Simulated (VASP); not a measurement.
An input for VASP 6.6.1 (AlCo):

Contents of INCAR:

```
SYSTEM = AlCo
  METAGGA = LAK
  ISPIN = 2
  MAGMOM = 2 0
  LORBIT = 11
  ISMEAR = -1
  SIGMA = 0.03
  LWAVE = .FALSE.
  LCHARG = .FALSE.
  ISIF = 2
  PREC = Accurate
  LASPH = .TRUE.
  LREAL = .FALSE.
  ALGO = Normal
  EDIFF = 1E-6
  NELM = 60
  GGA_COMPAT = .FALSE.
  ENCUT = 350
  LMAXMIX = 4
  LMIXTAU = .TRUE.
  KPAR = 7
  NBANDS = 18
  ADDGRID = .FALSE.
```

The input KPOINTS:

```
Automatic mesh
0
Gamma
  13 13 13
  0 0 0
```

The input POSCAR:

```
AlCo
1.0
    2.8194032100      0.0000000000      0.0000000000
    0.0000000000      2.8194032100      0.0000000000
    0.0000000000      0.0000000000      2.8475972421
Co Al
1 1
Direct
    0.5000000000      0.5000000000      0.5000000000
    0.0000000000      0.0000000000      0.0141874000
```

Potentials or basis: VASP PAW PBE potentials, release 64 (Co, Al).

Launch:

```bash
$ cat potpaw_PBE.64/Co/POTCAR potpaw_PBE.64/Al/POTCAR > POTCAR
$ mpirun -np 8 vasp_std > vasp.out
```

**Question.** Does this run start?

**Answer.** The run stopped without a result. It printed:

OUTCAR:

```text
M_divide: can not subdivide            8 nodes by           7
 M_divide: can not subdivide            8 nodes by           7
 M_divide: can not subdivide            8 nodes by           7
 M_divide: can not subdivide            8 nodes by           7
 M_divide: can not subdivide            8 nodes by           7
 M_divide: can not subdivide            8 nodes by           7
 M_divide: can not subdivide            8 nodes by           7
 M_divide: can not subdivide            8 nodes by           7
```
